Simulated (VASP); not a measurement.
# KIr3: relaxation of cell and atoms with PBE

KIr3:

```
K Ir
1.0
     4.20339    0.00000    0.00000
     0.00000    4.20339    0.00000
     0.00000    0.00000    4.16019
K Ir
1 3
Direct
  0.00000 0.00000 0.00000
  0.00000 0.50000 0.50000
  0.50000 0.00000 0.50000
  0.50000 0.50000 0.00000
```

```
Program                : VASP 6.6.1
Task                   : relaxation of cell and atoms
Functional             : PBE
Potentials or basis    : VASP PAW PBE potentials, release 64 (K_sv, Ir)
Cutoff                 : 600 eV
k mesh                 : 4 × 4 × 4
Occupations            : gaussian, width 0.1 eV
Spin                   : no spin polarisation
Dipole correction      : no
Further INCAR settings : ALGO = Normal; EDIFF = 1e-06; IBRION = 2; EDIFFG = -0.04; NSW = 90; ISIF = 3
```

* Relaxed volume: 16.97 Å³/atom
* Relaxed cell: a = 4.084 Å, b = 4.084 Å, c = 4.070 Å, α = 90.00°, β = 90.00°, γ = 90.00°
* Space group after relaxing (to 0.05 Å): Pm-3m (No. 221)
* Energy gained by relaxing: 49.9 meV/atom
* Ionic steps: 6
* Pressure after relaxing: -0.2 GPa
* Band gap on the k mesh: zero (band 18 reaches 7.53 eV, above the bottom of band 19 at 5.43 eV)

Stress tensor (GPa, compression positive):
```
-0.36  0.00  0.00
 0.00 -0.36  0.00
 0.00  0.00  0.05
```

Step by step:
```csv
step,energy change (eV),largest force (eV/Å),pressure (GPa),volume (Å³)
1,0.0000,0.0000,-10.20,73.50
2,0.1144,0.0000,18.33,61.75
3,-0.1987,0.0000,-0.24,67.88
4,-0.1988,0.0000,-0.01,67.77
5,-0.1987,0.0000,0.24,67.66
6,-0.1995,0.0000,-0.23,67.89
```

Final structure:
```cif
data_structure
_symmetry_space_group_name_H-M 'P 1'
_symmetry_Int_Tables_number 1
_cell_length_a 4.0843
_cell_length_b 4.0843
_cell_length_c 4.0696
_cell_angle_alpha 90.000
_cell_angle_beta 90.000
_cell_angle_gamma 90.000
_cell_volume 67.89
loop_
_atom_site_label
_atom_site_type_symbol
_atom_site_fract_x
_atom_site_fract_y
_atom_site_fract_z
_atom_site_occupancy
K1 K 0.00000 0.00000 0.00000 1
Ir1 Ir 0.00000 0.50000 0.50000 1
Ir2 Ir 0.50000 0.00000 0.50000 1
Ir3 Ir 0.50000 0.50000 0.00000 1
```

Levels at points of the mesh, in eV from the Fermi level:
```
           k point  band 16  band 17  band 18  band 19  band 20  band 21
(0.00, 0.00, 0.00)     0.38     1.43     1.79     1.81     1.81     4.19
(0.50, 0.00, 0.00)    -0.92    -0.51    -0.28    -0.28     0.55     1.82
(0.50, 0.50, 0.00)    -1.03    -0.89    -0.89    -0.31     0.00     1.63
(0.00, 0.00, 0.50)    -0.89    -0.50    -0.28    -0.28     0.53     1.79
(0.50, 0.00, 0.50)    -1.01    -0.90    -0.88    -0.29     0.01     1.61
(0.50, 0.50, 0.50)    -0.25     0.21     1.41     1.41     1.42     3.31
```

It took 3.6 min on 1 thread of Oxide Virtual Turin-like Processor (shared host), peak memory 0.19 GiB.

Caveat: the k points lie up to 0.39 Å⁻¹ apart in the final cell; spin-orbit coupling is left out, which moves the levels of the heavy elements.
